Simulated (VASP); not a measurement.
A run of VASP 6.6.1 is set up as follows.

Contents of INCAR:

```
SYSTEM = CaSe
ALGO = Normal
EDIFF = 1E-7
ENCUT = 520
GGA = CA
ISIF = 2
ISMEAR = 0
LASPH = .True.
LCHARG = .True.
LELF = .True.
LREAL = .False.
LVHAR = .True.
LWAVE = .False.
NBANDS = 15
NELM = 80
PREC = Accurate
SIGMA = 0.01
```

File KPOINTS:

```
k-points
0
Gamma
  8 8 8
  0 0 0
```

POSCAR

```
CaSe
1.0
    0.0000000000      2.9675306062      2.9675306062
    2.9675306062      0.0000000000      2.9675306062
    2.9675306062      2.9675306062      0.0000000000
Ca Se
1 1
Direct
    0.0000000000      0.0000000000      0.0000000000
    0.5000000000      0.5000000000      0.5000000000
```

Potentials or basis: VASP PAW LDA potentials, release 64 (Ca_sv, Se).

Run with:

```bash
$ cat potpaw_LDA.64/Ca_sv/POTCAR potpaw_LDA.64/Se/POTCAR > POTCAR
$ mpirun -np 1 vasp_std > vasp.out
```

(1) What does it give for the pressure?

(2) Estimate the band gap on the k mesh.

Answers

(1) -3.4 GPa.

(2) 1.89 eV, indirect (least direct gap 2.82 eV).
